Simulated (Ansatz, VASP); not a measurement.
# Two plane-wave programs on SrVO3

```
CELL_PARAMETERS angstrom
3.94620 0.00000 0.00000
0.00000 3.94620 0.00000
0.00000 0.00000 3.94620
ATOMIC_POSITIONS crystal
Sr 0.00000 0.00000 0.00000
V 0.50000 0.50000 0.50000
O 0.50000 0.50000 0.00000
O 0.50000 0.00000 0.50000
O 0.00000 0.50000 0.50000
```

Alike in both runs: task single point; functional PBE; k mesh 6 × 6 × 6; occupations gaussian, width 0.1 eV; collinear spin; Hubbard terms V d U = 3.25 eV.

|  | VASP | Ansatz |
| --- | --- | --- |
| version | VASP 6.6.1 | Ansatz development build ahead of 0.2.0 |
| potentials or method | VASP PAW PBE potentials, release 64 (Sr_sv, V_sv, O) | norm-conserving potentials, plane waves, scalar-relativistic |
| plane-wave cutoff (eV) | 520 | 1240 |

|  | VASP | Ansatz | Ansatz less VASP |
| --- | --- | --- | --- |
| net moment per atom (μB) | 0.20 | 0.20 | 0.000 |
| size of the moment on the site where the two differ most (μB) | 1.16 | 0.89 | -0.267 |

Site moments also hang on the region over which each program counts them. The programs project onto different local orbitals, so the same U acts differently, and such runs can settle in different states. Ansatz's warnings: filled band counts differ across k points, reached outside group.
